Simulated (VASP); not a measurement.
# C (P1) in VASP: further runs

The runs below take C through single point, with PBE+D3(BJ).

Program: VASP 6.6.1. These are calculated values, not measurements. Logs are shortened: lines on timing, memory, paths and dates and some standing lists are left out, and cuts for length are marked.

### Step 1. The cell of the first run

The typed cell holds 4 atoms: a = 2.465 Å, b = 3.615 Å, c = 4.270 Å, α = 72.82°, β = 89.97°, γ = 80.18°.

### Step 2. Single point, PBE+D3(BJ) (atoms displaced along a vibrational mode)

Contents of INCAR:

```
SYSTEM = C
PREC = Accurate
ENCUT = 520
EDIFF = 1E-6
ISMEAR = 0
SIGMA = 0.03
LREAL = .False.
LASPH = .True.
NELM = 80
ALGO = Normal
ISIF = 2
LWAVE = .False.
LCHARG = .True.
GGA = PE
IVDW = 12
LELF = .True.
LVHAR = .True.
NBANDS = 16
```

Contents of KPOINTS:

```
regular mesh
0
Gamma
  14 10 8
  0 0 0
```

Contents of POSCAR:

```
C
1.0
   -1.2327815062      2.1341012746      0.0000000000
   -1.2327815062      0.0000000000     -3.3978816559
   -3.6983445185     -2.1341012746      0.0000000000
C
4
Direct
    0.2410125884      0.0364932362      0.9075597122
    0.7590772114     -0.0364932362      0.4257436878
    0.2509294178     -0.0040024868      0.5843620737
    0.7489807824      0.0040024868      0.0823345263
```

Potentials or basis: VASP PAW PBE potentials, release 64 (C).

Command:

```bash
cat potpaw_PBE.64/C/POTCAR > POTCAR
mpirun -np 1 vasp_std > vasp.out
```

OUTCAR:

```text
SYSTEM = C
   PREC = Accurate
   ENCUT = 520
   EDIFF = 1E-6
   ISMEAR = 0
   LREAL = .False.
   LASPH = .True.
   NELM = 80
   ISIF = 2
   GGA = PE
   IVDW = 12
 IVDW          = 12

 ion  position               nearest neighbor table
   1  0.241  0.036  0.908-   4 1.43   4 1.43   3 1.43
   2  0.759  0.964  0.426-   3 1.43   3 1.43   4 1.43
   3  0.251  0.996  0.584-   2 1.43   2 1.43   1 1.43
   4  0.749  0.004  0.082-   1 1.43   1 1.43   2 1.43

  LATTYP: Found a triclinic cell.
 ALAT       =     3.6146023280
 B/A-ratio  =     1.1812948338
 C/A-ratio  =     0.6818389724
 COS(alpha) =     0.0004620578
 COS(beta)  =     0.1705961997
 COS(gamma) =     0.2954024707

  Lattice vectors:

 A1 = (  -1.2327815062,   0.0000000000,  -3.3978816559)
 A2 = (  -3.6983445185,  -2.1341012746,   0.0000000000)
 A3 = (  -1.2327815062,   2.1341012746,   0.0000000000)

Analysis of symmetry for initial positions (statically):
=====================================================================
 Subroutine PRICEL returns:
 Original cell was already a primitive cell.

 Routine SETGRP: Setting up the symmetry group for a
 triclinic supercell.

 Subroutine GETGRP returns: Found  1 space group operations
 (whereof  1 operations were pure point group operations)
 out of a pool of  2 trial point group operations.

The static configuration has the point symmetry C_1 .

Analysis of symmetry for dynamics (positions and initial velocities):
=====================================================================
 Subroutine PRICEL returns:
 Original cell was already a primitive cell.

 Routine SETGRP: Setting up the symmetry group for a
 triclinic supercell.

 Subroutine GETGRP returns: Found  1 space group operations
 (whereof  1 operations were pure point group operations)
 out of a pool of  2 trial point group operations.

The dynamic configuration has the point symmetry C_1 .

 Subroutine INISYM returns: Found  1 space group operations
 (whereof  1 operations are pure point group operations),
 and found     1 'primitive' translations

----------------------------------------------------------------------------------------

                                     Primitive cell

  volume of cell :      35.7577

  direct lattice vectors                    reciprocal lattice vectors
    -1.232781506  2.134101275  0.000000000    -0.202793438  0.351435993  0.073575252
    -1.232781506  0.000000000 -3.397881656     0.000000000  0.000000000 -0.294301009
    -3.698344518 -2.134101275  0.000000000    -0.202793438 -0.117145331  0.073575252

  length of vectors
     2.464576737  3.614602328  4.269911056     0.412366043  0.294301009  0.245482229

  position of ions in fractional coordinates (direct lattice)
     0.241012588  0.036493236  0.907559712
     0.759077211  0.963506764  0.425743688
     0.250929418  0.995997513  0.584362074
     0.748980782  0.004002487  0.082334526

  ion indices of the primitive-cell ions
   primitive index   ion index
                 1           1
                 2           2
                 3           3
                 4           4

----------------------------------------------------------------------------------------

 KPOINTS: regular mesh

Automatic generation of k-mesh.
 Grid dimensions read from file:
 generate k-points for:   14   10    8

 Generating k-lattice:

  Cartesian coordinates                     Fractional coordinates (reciprocal lattice)
    -0.014485246  0.025102571  0.005255375     0.071428571  0.000000000  0.000000000
     0.000000000  0.000000000 -0.029430101     0.000000000  0.100000000  0.000000000
    -0.025349180 -0.014643166  0.009196907     0.000000000  0.000000000  0.125000000

  Length of vectors
     0.029454717  0.029430101  0.030685279

  Shift w.r.t. Gamma in fractional coordinates (k-lattice)
     0.000000000  0.000000000  0.000000000

 Subroutine IBZKPT returns following result:
 ===========================================

 Found    564 irreducible k-points:

 Following reciprocal coordinates:
            Coordinates               Weight
  0.000000  0.000000  0.000000      1.000000
  0.071429 -0.000000  0.000000      2.000000
  0.142857 -0.000000  0.000000      2.000000
  0.214286 -0.000000 -0.000000      2.000000
  0.285714 -0.000000 -0.000000      2.000000
  0.357143 -0.000000 -0.000000      2.000000
[... 16 lines left out ...]
  0.000000  0.200000  0.000000      2.000000
  0.071429  0.200000  0.000000      2.000000
 [... further k-points ...]
   k-points           NKPTS =    564   k-points in BZ     NKDIM =    564   number of bands    NBANDS=     16
   number of dos      NEDOS =    301   number of ions     NIONS =      4
   total plane-waves  NPLWV =  16128
   dimension x,y,z NGX =    18 NGY =   28 NGZ =   32
   dimension x,y,z NGXF=    36 NGYF=   56 NGZF=   64
   ions per type =               4
   NGX,Y,Z   is equivalent  to a cutoff of  12.14, 12.88, 12.46 a.u.
   NGXF,Y,Z  is equivalent  to a cutoff of  24.28, 25.76, 24.92 a.u.
 SYSTEM =  C
   PREC   = accura    normal or accurate (medium, high low for compatibility)
   ISTART =      0    job   : 0-new  1-cont  2-samecut
   ICHARG =      2    charge: 1-file 2-atom 10-const
   ISPIN  =      1    spin polarized calculation?
   LNONCOLLINEAR =      F non collinear calculations
   LSORBIT =      F    spin-orbit coupling
   LASPH  =      T    aspherical Exc in radial PAW
   ENCUT  =  520.0 eV  38.22 Ry    6.18 a.u.   4.58  6.72  7.94*2*pi/ulx,y,z
   NELM   =     80;   NELMIN=  2; NELMDL= -5     # of ELM steps
   EDIFF  = 0.1E-05   stopping-criterion for ELM
   LREAL  =      F    real-space projection
   EDIFFG = 0.1E-04   stopping-criterion for IOM
   NSW    =      0    number of steps for IOM
   IBRION =     -1    ionic relax: 0-MD 1-quasi-New 2-CG
   NFREE  =      0    steps in history (QN), initial steepest desc. (CG)
   ISIF   =      2    stress and relaxation
   ISYM   =      2    0-nonsym 1-usesym 2-fastsym
   POTIM  = 0.5000    time-step for ionic-motion
   TEBEG  =    0.0;   TEEND  =   0.0 temperature during run
   PSTRESS=    0.0 pullay stress
   NELECT =      16.0000    total number of electrons
   NUPDOWN=      -1.0000    fix difference up-down
   EMIN   =  10.00;   EMAX   =-10.00  energy-range for DOS
   EFERMI =   0.00;   METHOD = LEGACY
   ISMEAR =     0;   SIGMA  =   0.03  broadening in eV -4-tet -1-fermi 0-gaus
   EFERMI_NEDOS =   21; number of points for ismear=-14 and -15
   IALGO  =     38    algorithm
   IMIX   =      4    mixing-type and parameters
     AMIX     =   0.40;   BMIX     =  1.00
     AMIX_MAG =   1.60;   BMIX_MAG =  1.00
  volume/ion in A,a.u.               =       8.94        60.33
  Fermi-wavevector in a.u.,A,eV,Ry     =   1.252156  2.366231 21.332495  1.567894
  Thomas-Fermi vector in A             =   2.386069
   LORBIT       =      0    0 simple, 1 ext, 2 COOP (PROOUT), +10 PAW based schemes
   GGA     = PE    functional components
   LHFCALC =     F    Hartree Fock is set to
   AEXX    =    0.0000 exact exchange contribution
   IVDW    =    12    specifies the selected vdW correction
   LEPSILON=     F    determine dielectric tensor
   LRPA    =     F    only Hartree local field effects (RPA)
 non-spin polarized calculation
 Gauss-broadening in eV      SIGMA  =   0.03
  energy-cutoff  :      520.00
  volume of cell :       35.76
 maximum number of plane-waves:       981
   NGX =  9   NGY = 13   NGZ = 15

 number of electron      16.0000001 magnetization

 Free energy of the ion-electron system (eV)
  ---------------------------------------------------
  ext. energy  EPLUGINS =         0.00000000
  ---------------------------------------------------
  free energy    TOTEN  =       -36.64826595 eV

  energy without entropy =      -36.64826595  energy(sigma->0) =      -36.64826595

 E-fermi :   4.6389     XC(G=0): -10.2556

 val. band max:        4.4401393909   @ k =  -0.3571   0.3000   0.0000
 cond. band min:       4.8192786322   @ k =   0.3571   0.1000  -0.0000
 fundamental gap:      0.3791392413
 Fermi energy:         4.6388826944

 k-point     1 :       0.0000    0.0000    0.0000
  band No.  band energies     occupation
      1     -15.0212      2.00000
      2      -9.6619      2.00000
      3      -8.5577      2.00000
      4      -1.9543      2.00000
      5      -1.6984      2.00000
      6       1.1404      2.00000
[... 8 lines left out ...]
     15      17.0292      0.00000
     16      17.5881      0.00000

 k-point     2 :       0.0714   -0.0000    0.0000
  band No.  band energies     occupation
      1     -14.9288      2.00000
      2      -9.5840      2.00000
      3      -8.4814      2.00000
      4      -2.1012      2.00000
      5      -1.8549      2.00000
      6       1.0398      2.00000
[... 8 lines left out ...]
     15      17.0649      0.00000
     16      17.4846      0.00000

 k-point     3 :       0.1429   -0.0000    0.0000
  band No.  band energies     occupation
      1     -14.6524      2.00000
      2      -9.3505      2.00000
      3      -8.2606      2.00000
      4      -3.1238      2.00000
      5      -1.5693      2.00000
      6       0.3379      2.00000
[... 8 lines left out ...]
     15      16.6587      0.00000
     16      17.8723      0.00000

 k-point     4 :       0.2143   -0.0000   -0.0000
  band No.  band energies     occupation
      1     -14.1937      2.00000
      2      -8.9618      2.00000
      3      -7.9357      2.00000
      4      -4.4286      2.00000
      5      -1.0958      2.00000
      6      -0.9009      2.00000
[... 8 lines left out ...]
     15      16.3407      0.00000
     16      18.6387      0.00000

 k-point     5 :       0.2857   -0.0000   -0.0000
  band No.  band energies     occupation
      1     -13.5563      2.00000
      2      -8.4194      2.00000
      3      -7.7051      2.00000
      4      -5.5943      2.00000
      5      -2.2337      2.00000
      6      -1.0536      2.00000
[... 8 lines left out ...]
     15      17.4027      0.00000
     16      18.7893      0.00000

 k-point     6 :       0.3571   -0.0000   -0.0000
  band No.  band energies     occupation
      1     -12.7462      2.00000
      2      -8.2587      2.00000
      3      -7.7224      2.00000
      4      -5.8136      2.00000
      5      -3.5459      2.00000
      6      -2.1355      2.00000
[... 8 lines left out ...]
     15      17.4327      0.00000
     16      18.7934      0.00000
[... 267 lines left out ...]
 k-point    21 :      -0.1429    0.1000    0.0000
  band No.  band energies     occupation
      1     -14.6110      2.00000
      2      -9.3556      2.00000
      3      -8.2579      2.00000
      4      -3.1438      2.00000
      5      -1.9230      2.00000
      6       0.3392      2.00000
[... 8 lines left out ...]
     15      16.7547      0.00000
     16      17.7695      0.00000

 k-point    22 :      -0.0714    0.1000    0.0000
  band No.  band energies     occupation
      1     -14.8951      2.00000
      2      -9.5885      2.00000
      3      -8.4781      2.00000
      4      -2.1624      2.00000
      5      -2.0985      2.00000
      6       1.0304      2.00000
[... 8 lines left out ...]
     15      17.0038      0.00000
     16      17.3288      0.00000

 k-point    23 :       0.0000    0.2000    0.0000
  band No.  band energies     occupation
      1     -14.9281      2.00000
      2      -9.6727      2.00000
      3      -8.5499      2.00000
      4      -2.7039      2.00000
      5      -1.6984      2.00000
      6       1.1160      2.00000
[... 8 lines left out ...]
     15      16.9824      0.00000
     16      17.1271      0.00000

 k-point    24 :       0.0714    0.2000    0.0000
  band No.  band energies     occupation
      1     -14.8514      2.00000
      2      -9.5934      2.00000
      3      -8.4730      2.00000
      4      -2.4952      2.00000
      5      -2.0743      2.00000
      6       1.0212      2.00000
[... 8 lines left out ...]
     15      16.9263      0.00000
     16      17.2379      0.00000

 [... further k-points ...]

------------------------ aborting loop because EDIFF is reached ----------------------------------------

 Edisp (eV)   -0.61796

 E8    (eV) :    -0.1749

  FORCE on cell =-STRESS in cart. coord.  units (eV):
  Direction    XX          YY          ZZ          XY          YZ          ZX
  --------------------------------------------------------------------------------------
  -------------------------------------------------------------------------------------
  Total      -0.40777    -0.14580    -0.35610    -0.27200    -0.00813    -0.03443
  in kB     -18.27090    -6.53301   -15.95569   -12.18721    -0.36428    -1.54278
  external pressure =      -13.59 kB  Pullay stress =        0.00 kB

 VOLUME and BASIS-vectors are now :
 -----------------------------------------------------------------------------
  energy-cutoff  :      520.00
  volume of cell :       35.76
      direct lattice vectors                 reciprocal lattice vectors
    -1.232781506  2.134101275  0.000000000    -0.202793438  0.351435993  0.073575252
    -1.232781506  0.000000000 -3.397881656     0.000000000  0.000000000 -0.294301009
    -3.698344518 -2.134101275  0.000000000    -0.202793438 -0.117145331  0.073575252

 POSITION                                       TOTAL-FORCE (eV/Angst)
 -----------------------------------------------------------------------------------
     -3.69857     -1.42248     -0.12400         0.034533      0.002505      1.623323
     -3.69812      0.71137     -3.27388         0.027709      0.004024     -1.625631
     -3.69836     -0.71158     -3.38428        -0.030507     -0.001928      0.282618
     -1.23277      1.42269     -0.01360        -0.031735     -0.004601     -0.280310
 -----------------------------------------------------------------------------------
    total drift:                               -0.000026     -0.000086      0.000084

  FREE ENERGIE OF THE ION-ELECTRON SYSTEM (eV)
  ---------------------------------------------------
  free  energy   TOTEN  =       -37.2662242148 eV

  energy  without entropy=      -37.2662242148  energy(sigma->0) =      -37.26622421
```

It took 3.3 min on 1 thread of Intel Xeon Platinum 8259CL at 2.50GHz (Skylake/Cascade Lake), shared host; peak memory 0.33 GiB.

What came out:

```
Free energy                : -37.2662 eV
Pressure                   : -1.4 GPa
Largest force              : 1.626 eV/Å
Dispersion energy per atom : -0.154 eV
```

Forces in eV/Å, atoms in the order of the input:
```
C    0.035  0.003  1.623
C    0.028  0.004 -1.626
C   -0.031 -0.002  0.283
C   -0.032 -0.005 -0.280
```

Stress tensor (GPa, compression positive):
```
-1.83 -1.22 -0.15
-1.22 -0.65 -0.04
-0.15 -0.04 -1.60
```

Caveat: the cell differs from its parent crystal (atoms displaced along a vibrational mode); forces of over 1 eV/Å act on the atoms, so gaps and moduli don't describe the material at rest.

### Step 3. Single point, PBE+D3(BJ) (atoms displaced along a vibrational mode)

Contents of INCAR:

```
SYSTEM = C
ALGO     = Normal         ! electronic algorithm
EDIFF    = 1E-6           ! SCF threshold, eV
ENCUT    = 520            ! plane-wave cutoff, eV
GGA      = PE             ! functional
ISIF     = 2              ! what is computed and relaxed
ISMEAR   = 0              ! smearing method
IVDW     = 12             ! dispersion correction
LASPH    = .TRUE.         ! aspherical terms in the spheres
LCHARG   = .FALSE.        ! write CHGCAR
LREAL    = .FALSE.        ! projectors in reciprocal space
LWAVE    = .FALSE.        ! write WAVECAR
NBANDS   = 16             ! bands
NELM     = 60             ! most SCF steps
PREC     = Accurate       ! precision mode
SIGMA    = 0.03           ! smearing width, eV
```

Contents of KPOINTS:

```
k-points
0
G
  14 10 8
  0 0 0
```

Contents of POSCAR:

```
C
1.0
   -1.2327815062      2.1341012746      0.0000000000
   -1.2327815062      0.0000000000     -3.3978816559
   -3.6983445185     -2.1341012746      0.0000000000
C
4
Direct
    0.2408282478      0.0371995553      0.9073934145
    0.7592615520     -0.0371995553      0.4259099855
    0.2457417625      0.0169516938      0.5791428953
    0.7541684377     -0.0169516938      0.0875537047
```

Potentials or basis: VASP PAW PBE potentials, release 64 (C).

Command:

```bash
cat potpaw_PBE.64/C/POTCAR > POTCAR
mpirun -np 1 vasp_std > vasp.out
```

Run time: 96 s. Hardware: 1 thread of Intel Xeon 6975P-C (Granite Rapids), shared host; peak memory 0.33 GiB.

Results (log left out):

| Item | Value |
| --- | --- |
| Free energy | -37.1406 eV |
| Pressure | -2.4 GPa |
| Largest force | 2.018 eV/Å |
| Dispersion energy per atom | -0.155 eV |

Forces on the atoms (eV/Å):
```
C   -0.296 -0.185  1.988
C   -0.304 -0.186 -1.983
C    0.299  0.186  1.363
C    0.300  0.185 -1.368
```

Stress tensor (GPa, compression positive):
```
-2.18 -0.24 -0.16
-0.24 -2.12 -0.03
-0.16 -0.03 -2.79
```

Caveat: the cell differs from its parent crystal (atoms displaced along a vibrational mode); forces of over 1 eV/Å act on the atoms, so gaps and moduli don't describe the material at rest.

### Step 4. Single point, PBE+D3(BJ) (atoms displaced along a vibrational mode)

Contents of INCAR:

```
PREC     = Accurate       # precision mode
ENCUT    = 520            # plane-wave cutoff, eV
EDIFF    = 1E-7           # SCF threshold, eV
ISMEAR   = 0              # smearing method
SIGMA    = 0.03           # smearing width, eV
LREAL    = F              # projectors in reciprocal space
LASPH    = T              # aspherical terms in the spheres
NELM     = 100            # most SCF steps
ALGO     = Normal         # electronic algorithm
ISIF     = 2              # what is computed and relaxed
LWAVE    = F              # write WAVECAR
LCHARG   = F              # write CHGCAR
GGA      = PE             # functional
IVDW     = 12             # dispersion correction
NBANDS   = 16             # bands
```

Contents of KPOINTS:

```
regular mesh
0
Gamma
  14 10 8
```

Contents of POSCAR:

```
C
1.0
   -1.2327815062      2.1341012746      0.0000000000
   -1.2327815062      0.0000000000     -3.3978816559
   -3.6983445185     -2.1341012746      0.0000000000
C
4
Direct
    0.2435142457      0.0263693055      0.9100861526
    0.7565755541     -0.0263693055      0.4232172474
    0.2484277605      0.0061214440      0.5818356333
    0.7514824397     -0.0061214440      0.0848609667
```

Command:

```bash
cat potpaw_PBE.64/C/POTCAR > POTCAR
mpirun -np 1 vasp_std > vasp.out
```

Wall time 1.8 min (1 thread of Intel Xeon 6975P-C (Granite Rapids), shared host); peak memory 0.33 GiB.

The run converged. Its results:

```
Free energy                : -37.3350 eV
Pressure                   : -0.7 GPa
Largest force              : 1.310 eV/Å
Dispersion energy per atom : -0.154 eV
```

Forces on the atoms (eV/Å):
```
C   -0.072 -0.058  1.307
C   -0.078 -0.057 -1.306
C    0.075  0.058  0.644
C    0.074  0.057 -0.645
```

Stress tensor (GPa, compression positive):
```
-0.65 -0.38 -0.07
-0.38 -0.41 -0.01
-0.07 -0.01 -1.13
```

Caveat: the cell differs from its parent crystal (atoms displaced along a vibrational mode); forces of over 1 eV/Å act on the atoms, so gaps and moduli don't describe the material at rest.

(Part 1 of 2 ends here.)
